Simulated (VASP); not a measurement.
# Sb in VASP: notebook

The runs below take Sb through single point, with LDA, PBEsol, PBE.

Program: VASP 6.6.1. These are calculated values, not measurements. Logs are shortened: lines on timing, memory, paths and dates and some standing lists are left out, and cuts for length are marked.

### Step 1. The cell of the first run

The cell holds a slab with vacuum, 4 atoms: a = 4.654 Å, b = 4.291 Å, c = 29.022 Å, α = 90.00°, β = 90.00°, γ = 90.00°.

### Step 2. Single point, LDA

File INCAR:

```
PREC     = Accurate       # precision mode
ENCUT    = 520            # plane-wave cutoff, eV
EDIFF    = 1E-6           # SCF threshold, eV
ISMEAR   = -1             # smearing method
SIGMA    = 0.02           # smearing width, eV
LREAL    = F              # projectors in reciprocal space
LASPH    = T              # aspherical terms in the spheres
NELM     = 100            # most SCF steps
ALGO     = Normal         # electronic algorithm
ISIF     = 2              # what is computed and relaxed
LWAVE    = F              # write WAVECAR
LCHARG   = F              # write CHGCAR
LDIPOL   = T            
IDIPOL   = 3            
DIPOL    = 0.5 0.5 0.327
NBANDS   = 18             # bands
```

File KPOINTS:

```
Automatic mesh
0
Gamma
  6 6 1
```

File POSCAR:

```
Sb
1.0
    4.6544204154      0.0000000000      0.0000000000
    0.0000000000      4.2910966756      0.0000000000
    0.0000000000      0.0000000000     29.0216962420
Sb
4
Direct
    0.0425153727      0.0000000000      0.3751943012
    0.4574846273      0.5000000000      0.3751943012
    0.5425153727      0.5000000000      0.2794883142
    0.9574846273      0.0000000000      0.2794883142
```

Potentials or basis: VASP PAW LDA potentials, release 64 (Sb).

Run with:

```
$ cat potpaw_LDA.64/Sb/POTCAR > POTCAR
$ mpirun -np 1 vasp_std > vasp.out
```

OUTCAR:

```text
PREC = Accurate
   ENCUT = 520
   EDIFF = 1E-6
   ISMEAR = -1
   LREAL = F
   LASPH = T
   NELM = 100
   ISIF = 2

 ion  position               nearest neighbor table
   1  0.043  0.000  0.375-   4 2.81   2 2.89   2 2.89   2 3.47   2 3.47
   2  0.457  0.500  0.375-   3 2.81   1 2.89   1 2.89   1 3.47   1 3.47
   3  0.543  0.500  0.279-   2 2.81   4 2.89   4 2.89   4 3.47   4 3.47
   4  0.957  0.000  0.279-   1 2.81   3 2.89   3 2.89   3 3.47   3 3.47

  LATTYP: Found a simple orthorhombic cell.
 ALAT       =     4.2910966756
 B/A-ratio  =     1.0846692040
 C/A-ratio  =     6.7632352370

  Lattice vectors:

 A1 = (   0.0000000000,  -4.2910966756,   0.0000000000)
 A2 = (   4.6544204154,   0.0000000000,   0.0000000000)
 A3 = (   0.0000000000,   0.0000000000,  29.0216962420)

Analysis of symmetry for initial positions (statically):
=====================================================================
 Subroutine PRICEL returns:
 Original cell was already a primitive cell.

 Routine SETGRP: Setting up the symmetry group for a
 simple orthorhombic supercell.

 Subroutine GETGRP returns: Found  8 space group operations
 (whereof  2 operations were pure point group operations)
 out of a pool of  8 trial point group operations.

The static configuration has the point symmetry C_1h.
 The point group associated with its full space group is D_2h.

Analysis of symmetry for dynamics (positions and initial velocities):
=====================================================================
 Subroutine PRICEL returns:
 Original cell was already a primitive cell.

 Routine SETGRP: Setting up the symmetry group for a
 simple orthorhombic supercell.

 Subroutine GETGRP returns: Found  8 space group operations
 (whereof  2 operations were pure point group operations)
 out of a pool of  8 trial point group operations.

The dynamic configuration has the point symmetry C_1h.
 The point group associated with its full space group is D_2h.

 Subroutine INISYM returns: Found  8 space group operations
 (whereof  2 operations are pure point group operations),
 and found     1 'primitive' translations

----------------------------------------------------------------------------------------

                                     Primitive cell

  volume of cell :     579.6378

  direct lattice vectors                    reciprocal lattice vectors
     4.654420415  0.000000000  0.000000000     0.214849522  0.000000000  0.000000000
     0.000000000  4.291096676  0.000000000     0.000000000  0.233040660  0.000000000
     0.000000000  0.000000000 29.021696242     0.000000000  0.000000000  0.034456980

  length of vectors
     4.654420415  4.291096676 29.021696242     0.214849522  0.233040660  0.034456980

  position of ions in fractional coordinates (direct lattice)
     0.042515373  0.000000000  0.375194301
     0.457484627  0.500000000  0.375194301
     0.542515373  0.500000000  0.279488314
     0.957484627  0.000000000  0.279488314

  ion indices of the primitive-cell ions
   primitive index   ion index
                 1           1
                 2           2
                 3           3
                 4           4

----------------------------------------------------------------------------------------

 KPOINTS: Automatic mesh

Automatic generation of k-mesh.
 Grid dimensions read from file:
 generate k-points for:    6    6    1

 Generating k-lattice:

  Cartesian coordinates                     Fractional coordinates (reciprocal lattice)
     0.035808254  0.000000000  0.000000000     0.166666667  0.000000000  0.000000000
     0.000000000  0.038840110  0.000000000     0.000000000  0.166666667  0.000000000
     0.000000000  0.000000000  0.034456980     0.000000000  0.000000000  1.000000000

  Length of vectors
     0.035808254  0.038840110  0.034456980

  Shift w.r.t. Gamma in fractional coordinates (k-lattice)
     0.000000000  0.000000000  0.000000000

 Subroutine IBZKPT returns following result:
 ===========================================

 Found     16 irreducible k-points:

 Following reciprocal coordinates:
            Coordinates               Weight
  0.000000  0.000000  0.000000      1.000000
  0.166667  0.000000  0.000000      2.000000
  0.333333  0.000000  0.000000      2.000000
  0.500000  0.000000  0.000000      1.000000
  0.000000  0.166667  0.000000      2.000000
  0.166667  0.166667  0.000000      4.000000
[... 8 lines left out ...]
  0.333333  0.500000  0.000000      2.000000
  0.500000  0.500000  0.000000      1.000000
   k-points           NKPTS =     16   k-points in BZ     NKDIM =     16   number of bands    NBANDS=     18
   number of dos      NEDOS =    301   number of ions     NIONS =      4
   total plane-waves  NPLWV = 248832
   dimension x,y,z NGX =    36 NGY =   32 NGZ =  216
   dimension x,y,z NGXF=    72 NGYF=   64 NGZF=  432
   ions per type =               4
   NGX,Y,Z   is equivalent  to a cutoff of  12.86, 12.40, 12.37 a.u.
   NGXF,Y,Z  is equivalent  to a cutoff of  25.72, 24.79, 24.75 a.u.
 SYSTEM =  unknown system
   PREC   = accura    normal or accurate (medium, high low for compatibility)
   ISTART =      0    job   : 0-new  1-cont  2-samecut
   ICHARG =      2    charge: 1-file 2-atom 10-const
   ISPIN  =      1    spin polarized calculation?
   LNONCOLLINEAR =      F non collinear calculations
   LSORBIT =      F    spin-orbit coupling
   LASPH  =      T    aspherical Exc in radial PAW
   ENCUT  =  520.0 eV  38.22 Ry    6.18 a.u.   8.65  7.98 53.96*2*pi/ulx,y,z
   NELM   =    100;   NELMIN=  2; NELMDL= -5     # of ELM steps
   EDIFF  = 0.1E-05   stopping-criterion for ELM
   LREAL  =      F    real-space projection
   EDIFFG = 0.1E-04   stopping-criterion for IOM
   NSW    =      0    number of steps for IOM
   IBRION =     -1    ionic relax: 0-MD 1-quasi-New 2-CG
   NFREE  =      0    steps in history (QN), initial steepest desc. (CG)
   ISIF   =      2    stress and relaxation
   ISYM   =      2    0-nonsym 1-usesym 2-fastsym
   POTIM  = 0.5000    time-step for ionic-motion
   TEBEG  =    0.0;   TEEND  =   0.0 temperature during run
   PSTRESS=    0.0 pullay stress
   NELECT =      20.0000    total number of electrons
   NUPDOWN=      -1.0000    fix difference up-down
   EMIN   =  10.00;   EMAX   =-10.00  energy-range for DOS
   EFERMI =   0.00;   METHOD = LEGACY
   ISMEAR =    -1;   SIGMA  =   0.02  broadening in eV -4-tet -1-fermi 0-gaus
   EFERMI_NEDOS =   21; number of points for ismear=-14 and -15
   IALGO  =     38    algorithm
   IMIX   =      4    mixing-type and parameters
     AMIX     =   0.40;   BMIX     =  1.00
     AMIX_MAG =   1.60;   BMIX_MAG =  1.00
  volume/ion in A,a.u.               =     144.91       977.90
  Fermi-wavevector in a.u.,A,eV,Ry     =   0.532966  1.007159  3.864768  0.284052
  Thomas-Fermi vector in A             =   1.556695
   LORBIT       =      0    0 simple, 1 ext, 2 COOP (PROOUT), +10 PAW based schemes
   GGA     = CA    functional components
   LHFCALC =     F    Hartree Fock is set to
   AEXX    =    0.0000 exact exchange contribution
   IVDW    =     0    specifies the selected vdW correction
   LEPSILON=     F    determine dielectric tensor
   LRPA    =     F    only Hartree local field effects (RPA)
 non-spin polarized calculation
  energy-cutoff  :      520.00
  volume of cell :      579.64
 maximum number of plane-waves:     15666
 NGX is ok and might be reduce to    36
   NGX = 17   NGY = 15   NGZ =107

 dipolmoment           0.000000      0.000000     -0.000062 electrons x Angstroem

 number of electron      19.9999998 magnetization

 dipolmoment           0.000000      0.000000      0.000004 electrons x Angstroem

 Free energy of the ion-electron system (eV)
  ---------------------------------------------------
  ext. energy  EPLUGINS =         0.00000000
  ---------------------------------------------------
  free energy    TOTEN  =       -18.43798311 eV

  energy without entropy =      -18.43790606  energy(sigma->0) =      -18.43794458

 E-fermi :  -1.7864     XC(G=0):  -2.4463

 val. band max:       -1.9083610345   @ k =   0.3333   0.0000   0.0000
 cond. band min:      -1.6810405499   @ k =   0.0000   0.0000   0.0000
 fundamental gap:      0.2273204846
 Fermi energy:        -1.7864063982

 k-point     1 :       0.0000    0.0000    0.0000
  band No.  band energies     occupation
      1     -14.2337      2.00000
      2     -12.2668      2.00000
      3      -9.5641      2.00000
      4      -7.0116      2.00000
      5      -6.0581      2.00000
      6      -5.3610      2.00000
[... 10 lines left out ...]
     17       2.3809      0.00000
     18       2.8586      0.00000

 k-point     2 :       0.1667    0.0000    0.0000
  band No.  band energies     occupation
      1     -14.0707      2.00000
      2     -12.1930      2.00000
      3     -10.0033      2.00000
      4      -7.7811      2.00000
      5      -5.7883      2.00000
      6      -4.8623      2.00000
[... 10 lines left out ...]
     17       2.4127      0.00000
     18       2.4648      0.00000

 k-point     3 :       0.3333    0.0000    0.0000
  band No.  band energies     occupation
      1     -13.5977      2.00000
      2     -12.2561      2.00000
      3     -10.4899      2.00000
      4      -9.0144      2.00000
      5      -5.2480      2.00000
      6      -4.2747      2.00000
[... 10 lines left out ...]
     17       2.4745      0.00000
     18       2.9914      0.00000

 k-point     4 :       0.5000    0.0000    0.0000
  band No.  band energies     occupation
      1     -12.8911      2.00000
      2     -12.8910      2.00000
      3     -10.0455      2.00000
      4     -10.0455      2.00000
      5      -4.4712      2.00000
      6      -4.4712      2.00000
[... 10 lines left out ...]
     17       3.3406      0.00000
     18       3.3406      0.00000

 k-point     5 :       0.0000    0.1667    0.0000
  band No.  band energies     occupation
      1     -14.0255      2.00000
      2     -12.0499      2.00000
      3     -10.0722      2.00000
      4      -7.6780      2.00000
      5      -5.8605      2.00000
      6      -5.1294      2.00000
[... 10 lines left out ...]
     17       2.4467      0.00000
     18       2.5096      0.00000

 k-point     6 :       0.1667    0.1667    0.0000
  band No.  band energies     occupation
      1     -13.8659      2.00000
      2     -11.9853      2.00000
      3     -10.2921      2.00000
      4      -8.0834      2.00000
      5      -5.8594      2.00000
      6      -5.6704      2.00000
[... 139 lines left out ...]
 k-point    13 :       0.0000    0.5000    0.0000
  band No.  band energies     occupation
      1     -12.4377      2.00000
      2     -12.4377      2.00000
      3     -10.3717      2.00000
      4     -10.3717      2.00000
      5      -4.5583      2.00000
      6      -4.5583      2.00000
[... 10 lines left out ...]
     17       3.5057      0.00000
     18       3.5057      0.00000

 k-point    14 :       0.1667    0.5000    0.0000
  band No.  band energies     occupation
      1     -12.3409      2.00000
      2     -12.3409      2.00000
      3     -10.2856      2.00000
      4     -10.2856      2.00000
      5      -5.2701      2.00000
      6      -5.2701      2.00000
[... 10 lines left out ...]
     17       3.0563      0.00000
     18       3.0563      0.00000

 k-point    15 :       0.3333    0.5000    0.0000
  band No.  band energies     occupation
      1     -12.1204      2.00000
      2     -12.1204      2.00000
      3     -10.1046      2.00000
      4     -10.1046      2.00000
      5      -6.3849      2.00000
      6      -6.3849      2.00000
[... 10 lines left out ...]
     17       3.3796      0.00000
     18       3.3796      0.00000

 k-point    16 :       0.5000    0.5000    0.0000
  band No.  band energies     occupation
      1     -11.9916      2.00000
      2     -11.9916      2.00000
      3     -10.0135      2.00000
      4     -10.0135      2.00000
      5      -6.7832      2.00000
      6      -6.7832      2.00000
[... 10 lines left out ...]
     17       3.9123      0.00000
     18       3.9123      0.00000

------------------------ aborting loop because EDIFF is reached ----------------------------------------

 vacuum level on the upper side and lower side of the slab       (xc-potential included)        -0.006        -0.006

  FORCE on cell =-STRESS in cart. coord.  units (eV):
  Direction    XX          YY          ZZ          XY          YZ          ZX
  --------------------------------------------------------------------------------------
  -------------------------------------------------------------------------------------
  Total        0.1861332      0.2741505      0.3972456      0.0000000      0.0000000      0.0000000
  in kB        0.5144909      0.7577797      1.0980269      0.0000000      0.0000000      0.0000000
  external PRESSURE =       0.7900992 kB  Pullay stress =       0.0000000 kB

 VOLUME and BASIS-vectors are now :
 -----------------------------------------------------------------------------
  energy-cutoff  :      520.00
  volume of cell :      579.64
      direct lattice vectors                 reciprocal lattice vectors
     4.654420415  0.000000000  0.000000000     0.214849522  0.000000000  0.000000000
     0.000000000  4.291096676  0.000000000     0.000000000  0.233040660  0.000000000
     0.000000000  0.000000000 29.021696242     0.000000000  0.000000000  0.034456980

 POSITION                                       TOTAL-FORCE (eV/Angst)
 -----------------------------------------------------------------------------------
      0.19788      0.00000     10.88878        -0.052260      0.000000      0.072373
      2.12933      2.14555     10.88878         0.052260      0.000000      0.072373
      2.52509      2.14555      8.11122        -0.052260      0.000000     -0.072373
      4.45654      0.00000      8.11122         0.052260     -0.000000     -0.072373
 -----------------------------------------------------------------------------------
    total drift:                                0.000000      0.000000      0.000026

  FREE ENERGIE OF THE ION-ELECTRON SYSTEM (eV)
  ---------------------------------------------------
  free  energy   TOTEN  =       -18.4379831062 eV

  energy  without entropy=      -18.4379060596  energy(sigma->0) =      -18.43794458

 vacuum level on the upper side and lower side of the slab         2.307         2.307
```

Run time: 88 s. Hardware: 1 thread of Intel Xeon 6975P-C (Granite Rapids), shared host; peak memory 0.44 GiB.

Results:

| Property | Result |
| --- | --- |
| Free energy | -18.4380 eV |
| Largest force | 0.089 eV/Å |
| Band gap on the k mesh | 0.23 eV, indirect (least direct gap 0.25 eV) |

Forces on the atoms (eV/Å):
```
Sb  -0.052  0.000  0.072
Sb   0.052  0.000  0.072
Sb  -0.052  0.000 -0.072
Sb   0.052  0.000 -0.072
```

Caveat: spin-orbit coupling is left out, which moves the levels of the heavy elements.

(Continued in part 2 of 2.)
